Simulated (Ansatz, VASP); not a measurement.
FeO: VASP beside Ansatz

```
Fe O
1.0
     0.00000    2.12627    2.12627
     2.12627    0.00000    2.12627
     2.12627    2.12627    0.00000
Fe O
1 1
Direct
  0.00000 0.00000 0.00000
  0.50000 0.50000 0.50000
```

Change from the starting cell: volume scaled by 0.96.

Alike in both runs: task single point; functional PBE; k mesh 11 × 11 × 11; occupations fermi-dirac, width 0.05 eV; collinear spin.

```csv
,VASP,Ansatz
version,VASP 6.6.1,Ansatz 0.2.0
potentials or method,"VASP PAW PBE potentials, release 64 (Fe, O), cutoff 520 eV","all-electron LAPW, scalar-relativistic"
```

|  | VASP | Ansatz | Ansatz less VASP |
| --- | --- | --- | --- |
| gap on the k mesh at the Fermi level (eV) | none | none | - |
| pressure (GPa) | 8.2 | 7.9 | -0.27 |
| net moment per atom (μB) | 2.00 | 2.00 | 0.000 |
| size of the moment on the site where the two differ most (μB) | 0.31 | 0.33 | +0.020 |

Site moments also hang on the region over which each program counts them. A gap of «none» marks a metal or a gap that the smearing closes. Ansatz ran all-electron here, and VASP with PAW potentials.
